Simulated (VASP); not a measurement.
# Al (C2/m) in VASP: further runs

Runs on Al. Level: PBE. Tasks: single point.

Program: VASP 6.6.1. These are calculated values, not measurements. Logs are shortened: lines on timing, memory, paths and dates and some standing lists are left out, and cuts for length are marked.

## 1. The cell of the first run

Symmetry: C2/m, No. 12, monoclinic system. The conventional cell has a = 3.235 Å, b = 4.575 Å, c = 9.173 Å, α = 90.00°, β = 94.04°, γ = 90.00°. Al (site symmetry m) has 14 Al at 2.48 to 3.30 Å within 3.3 Å. Within 3.7 Å of Al (site symmetry m) lie 14 Al at 2.80 to 3.23 Å.

## 2. Single point, PBE

File INCAR:

```
SYSTEM = Al
PREC = Accurate
ENCUT = 520
EDIFF = 1E-6
ISMEAR = 0
SIGMA = 0.15
LREAL = .False.
LASPH = .True.
NELM = 100
ALGO = Fast
ISIF = 2
LWAVE = .False.
LCHARG = .False.
GGA = PE
NBANDS = 14
```

File KPOINTS:

```
regular mesh
0
Gamma
  16 16 5
  0 0 0
```

File POSCAR:

```
Al
1.0
   -1.6174623135      1.6174623135     -1.6174623135
   -1.6174623135     -1.6174623135      1.6174623135
   -0.6469849254      6.4698492542      6.4698492542
Al
4
Direct
   -0.1750000000     -0.1750000000      0.8750000000
    0.4750000000      0.4750000000      0.1250000000
   -0.0750000000     -0.0750000000      0.3750000000
    0.3750000000      0.3750000000      0.6250000000
```

Potentials or basis: VASP PAW PBE potentials, release 64 (Al).

Command:

```bash
$ cat potpaw_PBE.64/Al/POTCAR > POTCAR
$ mpirun -np 1 vasp_std > vasp.out
```

OUTCAR:

```text
SYSTEM = Al
   PREC = Accurate
   ENCUT = 520
   EDIFF = 1E-6
   ISMEAR = 0
   LREAL = .False.
   LASPH = .True.
   NELM = 100
   ISIF = 2
   GGA = PE

 ion  position               nearest neighbor table
   1  0.825  0.825  0.875-   2 2.48   4 2.80   4 2.80   2 3.22   4 3.23   4 3.23   2 3.30   2 3.30

   2  0.475  0.475  0.125-   1 2.48   3 2.80   3 2.80   1 3.22   3 3.23   3 3.23   1 3.30   1 3.30

   3  0.925  0.925  0.375-   2 2.80   4 2.80   4 2.80   2 2.80   2 3.23   4 3.23   4 3.23   2 3.23

   4  0.375  0.375  0.625-   3 2.80   1 2.80   3 2.80   1 2.80   3 3.23   1 3.23   1 3.23   3 3.23

  LATTYP: Found a base centered monoclinic cell.
 ALAT       =     3.2349246270
 B/A-ratio  =     1.4142135624
 C/A-ratio  =     2.8354893758
 COS(beta)  =    -0.0705345616

  Lattice vectors:

 A1 = (   1.6174623135,  -1.6174623135,   1.6174623135)
 A2 = (   1.6174623135,   1.6174623135,  -1.6174623135)
 A3 = (  -0.6469849254,   6.4698492542,   6.4698492542)

Analysis of symmetry for initial positions (statically):
=====================================================================
 Subroutine PRICEL returns:
 Original cell was already a primitive cell.

 Routine SETGRP: Setting up the symmetry group for a
 base centered monoclinic supercell.

 Subroutine GETGRP returns: Found  4 space group operations
 (whereof  2 operations were pure point group operations)
 out of a pool of  4 trial point group operations.

The static configuration has the point symmetry C_1h.
 The point group associated with its full space group is C_2h.

Analysis of symmetry for dynamics (positions and initial velocities):
=====================================================================
 Subroutine PRICEL returns:
 Original cell was already a primitive cell.

 Routine SETGRP: Setting up the symmetry group for a
 base centered monoclinic supercell.

 Subroutine GETGRP returns: Found  4 space group operations
 (whereof  2 operations were pure point group operations)
 out of a pool of  4 trial point group operations.

The dynamic configuration has the point symmetry C_1h.
 The point group associated with its full space group is C_2h.

 Subroutine INISYM returns: Found  4 space group operations
 (whereof  2 operations are pure point group operations),
 and found     1 'primitive' translations

----------------------------------------------------------------------------------------

                                     Primitive cell

  volume of cell :      67.7053

  direct lattice vectors                    reciprocal lattice vectors
    -1.617462313  1.617462313 -1.617462313    -0.309126213  0.139106796 -0.170019417
    -1.617462313 -1.617462313  1.617462313    -0.309126213 -0.170019417  0.139106796
    -0.646984925  6.469849254  6.469849254     0.000000000  0.077281553  0.077281553

  length of vectors
     2.801526906  2.801526906  9.172594411     0.379231221  0.379231221  0.109292621

  position of ions in fractional coordinates (direct lattice)
     0.825000000  0.825000000  0.875000000
     0.475000000  0.475000000  0.125000000
     0.925000000  0.925000000  0.375000000
     0.375000000  0.375000000  0.625000000

  ion indices of the primitive-cell ions
   primitive index   ion index
                 1           1
                 2           2
                 3           3
                 4           4

----------------------------------------------------------------------------------------

 KPOINTS: regular mesh

Automatic generation of k-mesh.
 Grid dimensions read from file:
 generate k-points for:   16   16    5

 Generating k-lattice:

  Cartesian coordinates                     Fractional coordinates (reciprocal lattice)
    -0.019320388  0.008694175 -0.010626214     0.062500000  0.000000000 -0.000000000
    -0.019320388 -0.010626214  0.008694175    -0.000000000  0.062500000 -0.000000000
     0.000000000  0.015456311  0.015456311     0.000000000  0.000000000  0.200000000

  Length of vectors
     0.023701951  0.023701951  0.021858524

  Shift w.r.t. Gamma in fractional coordinates (k-lattice)
     0.000000000  0.000000000  0.000000000

 Subroutine IBZKPT returns following result:
 ===========================================

 Found    345 irreducible k-points:

 Following reciprocal coordinates:
            Coordinates               Weight
  0.000000  0.000000  0.000000      1.000000
  0.062500  0.000000  0.000000      4.000000
  0.125000  0.000000  0.000000      4.000000
  0.187500  0.000000  0.000000      4.000000
  0.250000  0.000000  0.000000      4.000000
  0.312500  0.000000  0.000000      4.000000
[... 16 lines left out ...]
 -0.125000  0.062500  0.000000      4.000000
 -0.062500  0.062500  0.000000      2.000000
 [... further k-points ...]
   k-points           NKPTS =    345   k-points in BZ     NKDIM =    345   number of bands    NBANDS=     14
   number of dos      NEDOS =    301   number of ions     NIONS =      4
   total plane-waves  NPLWV =  40320
   dimension x,y,z NGX =    24 NGY =   24 NGZ =   70
   dimension x,y,z NGXF=    48 NGYF=   48 NGZF=  140
   ions per type =               4
   NGX,Y,Z   is equivalent  to a cutoff of  14.24, 14.24, 12.69 a.u.
   NGXF,Y,Z  is equivalent  to a cutoff of  28.48, 28.48, 25.37 a.u.
 SYSTEM =  Al
   PREC   = accura    normal or accurate (medium, high low for compatibility)
   ISTART =      0    job   : 0-new  1-cont  2-samecut
   ICHARG =      2    charge: 1-file 2-atom 10-const
   ISPIN  =      1    spin polarized calculation?
   LNONCOLLINEAR =      F non collinear calculations
   LSORBIT =      F    spin-orbit coupling
   LASPH  =      T    aspherical Exc in radial PAW
   ENCUT  =  520.0 eV  38.22 Ry    6.18 a.u.   5.21  5.21 17.05*2*pi/ulx,y,z
   NELM   =    100;   NELMIN=  2; NELMDL= -5     # of ELM steps
   EDIFF  = 0.1E-05   stopping-criterion for ELM
   LREAL  =      F    real-space projection
   EDIFFG = 0.1E-04   stopping-criterion for IOM
   NSW    =      0    number of steps for IOM
   IBRION =     -1    ionic relax: 0-MD 1-quasi-New 2-CG
   NFREE  =      0    steps in history (QN), initial steepest desc. (CG)
   ISIF   =      2    stress and relaxation
   ISYM   =      2    0-nonsym 1-usesym 2-fastsym
   POTIM  = 0.5000    time-step for ionic-motion
   TEBEG  =    0.0;   TEEND  =   0.0 temperature during run
   PSTRESS=    0.0 pullay stress
   NELECT =      12.0000    total number of electrons
   NUPDOWN=      -1.0000    fix difference up-down
   EMIN   =  10.00;   EMAX   =-10.00  energy-range for DOS
   EFERMI =   0.00;   METHOD = LEGACY
   ISMEAR =     0;   SIGMA  =   0.15  broadening in eV -4-tet -1-fermi 0-gaus
   EFERMI_NEDOS =   21; number of points for ismear=-14 and -15
   IALGO  =     68    algorithm
   IMIX   =      4    mixing-type and parameters
     AMIX     =   0.40;   BMIX     =  1.00
     AMIX_MAG =   1.60;   BMIX_MAG =  1.00
  volume/ion in A,a.u.               =      16.93       114.22
  Fermi-wavevector in a.u.,A,eV,Ry     =   0.919590  1.737774 11.505718  0.845646
  Thomas-Fermi vector in A             =   2.044801
   LORBIT       =      0    0 simple, 1 ext, 2 COOP (PROOUT), +10 PAW based schemes
   GGA     = PE    functional components
   LHFCALC =     F    Hartree Fock is set to
   AEXX    =    0.0000 exact exchange contribution
   IVDW    =     0    specifies the selected vdW correction
   LEPSILON=     F    determine dielectric tensor
   LRPA    =     F    only Hartree local field effects (RPA)
 non-spin polarized calculation
 RMM-DIIS sequential band-by-band and
 Gauss-broadening in eV      SIGMA  =   0.15
  energy-cutoff  :      520.00
  volume of cell :       67.71
 maximum number of plane-waves:      1847
 NGX is ok and might be reduce to    24
   NGX = 11   NGY = 11   NGZ = 35

 number of electron      12.0000000 magnetization

 Free energy of the ion-electron system (eV)
  ---------------------------------------------------
  ext. energy  EPLUGINS =         0.00000000
  ---------------------------------------------------
  free energy    TOTEN  =       -14.43306073 eV

  energy without entropy =      -14.41377432  energy(sigma->0) =      -14.42341752

 E-fermi :   7.7000     XC(G=0): -10.1022

 val. band max:        7.6968688608   @ k =   0.5000   0.5000   0.4000
 cond. band min:       7.7022763740   @ k =  -0.4375   0.1250  -0.0000
 fundamental gap:      0.0054075132
 Fermi energy:         7.6999622757

 k-point     1 :       0.0000    0.0000    0.0000
  band No.  band energies     occupation
      1      -3.2257      2.00000
      2      -1.4729      2.00000
      3      -1.4623      2.00000
      4       3.4808      2.00000
      5       3.9056      2.00000
      6      11.8195      0.00000
      7      11.9765      0.00000
      8      15.8748      0.00000
      9      16.0620      0.00000
     10      16.7603      0.00000
     11      16.9200      0.00000
     12      17.4792      0.00000
     13      17.5921      0.00000
     14      17.8374      0.00000

 k-point     2 :       0.0625    0.0000    0.0000
  band No.  band energies     occupation
      1      -3.1426      2.00000
      2      -1.4293      2.00000
      3      -1.3416      2.00000
      4       3.5421      2.00000
      5       4.0026      2.00000
      6      11.8242      0.00000
      7      12.0980      0.00000
      8      14.3762      0.00000
      9      15.3434      0.00000
     10      15.9447      0.00000
     11      16.3677      0.00000
     12      16.8887      0.00000
     13      17.8770      0.00000
     14      18.2152      0.00000

 k-point     3 :       0.1250    0.0000    0.0000
  band No.  band energies     occupation
      1      -2.8935      2.00000
      2      -1.2264      2.00000
      3      -1.0525      2.00000
      4       3.7330      2.00000
      5       4.2855      2.00000
      6      11.8350      0.00000
      7      12.2751      0.00000
      8      12.4768      0.00000
      9      13.4449      0.00000
     10      14.4306      0.00000
     11      15.5302      0.00000
     12      16.4959      0.00000
     13      17.2975      0.00000
     14      17.4965      0.00000

 k-point     4 :       0.1875    0.0000    0.0000
  band No.  band energies     occupation
      1      -2.4793      2.00000
      2      -0.8602      2.00000
      3      -0.6005      2.00000
      4       4.0646      2.00000
      5       4.7389      2.00000
      6      10.2615      0.00000
      7      11.2578      0.00000
      8      12.2264      0.00000
      9      12.3915      0.00000
     10      13.0581      0.00000
     11      15.1625      0.00000
     12      15.5404      0.00000
     13      16.1595      0.00000
     14      17.0799      0.00000

 k-point     5 :       0.2500    0.0000    0.0000
  band No.  band energies     occupation
      1      -1.9015      2.00000
      2      -0.3318      2.00000
      3       0.0125      2.00000
      4       4.5437      2.00000
      5       5.3424      2.00000
      6       8.3845      0.00000
      7       9.4594      0.00000
      8      10.4667      0.00000
      9      12.6118      0.00000
     10      13.5255      0.00000
     11      13.8515      0.00000
[... 276 lines left out ...]
 k-point    22 :      -0.1875    0.0625    0.0000
  band No.  band energies     occupation
      1      -2.5631      2.00000
      2      -0.8996      2.00000
      3      -0.7262      2.00000
      4       4.0414      2.00000
      5       4.6050      2.00000
      6      10.9487      0.00000
      7      11.8321      0.00000
      8      12.3232      0.00000
      9      12.7694      0.00000
     10      13.2304      0.00000
     11      16.1131      0.00000
     12      17.0578      0.00000
     13      17.2201      0.00000
     14      17.8245      0.00000

 k-point    23 :      -0.1250    0.0625    0.0000
  band No.  band energies     occupation
      1      -2.9219      2.00000
      2      -1.2111      2.00000
      3      -1.1236      2.00000
      4       3.7470      2.00000
      5       4.2182      2.00000
      6      11.9534      0.00000
      7      12.2531      0.00000
      8      13.0327      0.00000
      9      14.0041      0.00000
     10      15.0210      0.00000
     11      16.7844      0.00000
     12      17.4949      0.00000
     13      17.8198      0.00000
     14      18.0240      0.00000

 k-point    24 :      -0.0625    0.0625    0.0000
  band No.  band energies     occupation
      1      -3.1153      2.00000
      2      -1.3636      2.00000
      3      -1.3532      2.00000
      4       3.5831      2.00000
      5       4.0140      2.00000
      6      11.8954      0.00000
      7      12.0660      0.00000
      8      14.5046      0.00000
      9      15.3951      0.00000
     10      16.1114      0.00000
     11      16.7982      0.00000
     12      17.6365      0.00000
     13      17.9853      0.00000
     14      18.0857      0.00000

 [... further k-points ...]

------------------------ aborting loop because EDIFF is reached ----------------------------------------

  FORCE on cell =-STRESS in cart. coord.  units (eV):
  Direction    XX          YY          ZZ          XY          YZ          ZX
  --------------------------------------------------------------------------------------
  -------------------------------------------------------------------------------------
  Total        0.1598640      0.8597234      0.8597234      0.7331906      0.8014564      0.7331906
  in kB        3.7830222     20.3444909     20.3444909     17.3502199     18.9656617     17.3502198
  external PRESSURE =      14.8240014 kB  Pullay stress =       0.0000000 kB

 VOLUME and BASIS-vectors are now :
 -----------------------------------------------------------------------------
  energy-cutoff  :      520.00
  volume of cell :       67.71
      direct lattice vectors                 reciprocal lattice vectors
    -1.617462313  1.617462313 -1.617462313    -0.309126213  0.139106796 -0.170019417
    -1.617462313 -1.617462313  1.617462313    -0.309126213 -0.170019417  0.139106796
    -0.646984925  6.469849254  6.469849254     0.000000000  0.077281553  0.077281553

 POSITION                                       TOTAL-FORCE (eV/Angst)
 -----------------------------------------------------------------------------------
     -3.23492      5.66112      5.66112        -0.529516     -0.566976     -0.566976
     -1.61746      0.80873      0.80873         0.529516      0.566976      0.566976
     -3.23492      2.42619      2.42619        -0.027829     -0.020543     -0.020543
     -1.61746      4.04366      4.04366         0.027829      0.020543      0.020543
 -----------------------------------------------------------------------------------
    total drift:                                0.000001      0.000000      0.000000

  FREE ENERGIE OF THE ION-ELECTRON SYSTEM (eV)
  ---------------------------------------------------
  free  energy   TOTEN  =       -14.4330607259 eV

  energy  without entropy=      -14.4137743228  energy(sigma->0) =      -14.42341752
```

It took 5.7 min on 1 thread of Intel Xeon 8259CL, shared host; peak memory 0.37 GiB.

Results:

```yaml
Free_energy: -14.4331 eV
Pressure: 1.5 GPa
Largest_force: 0.961 eV/Å
Band_gap_on_the_k_mesh: zero (bands 6 and 7 overlap by 6.47 eV)
```

Forces in eV/Å, atoms in the order of the input:
```
Al  -0.530 -0.567 -0.567
Al   0.530  0.567  0.567
Al  -0.028 -0.021 -0.021
Al   0.028  0.021  0.021
```

(Part 1 of 2 ends here.)
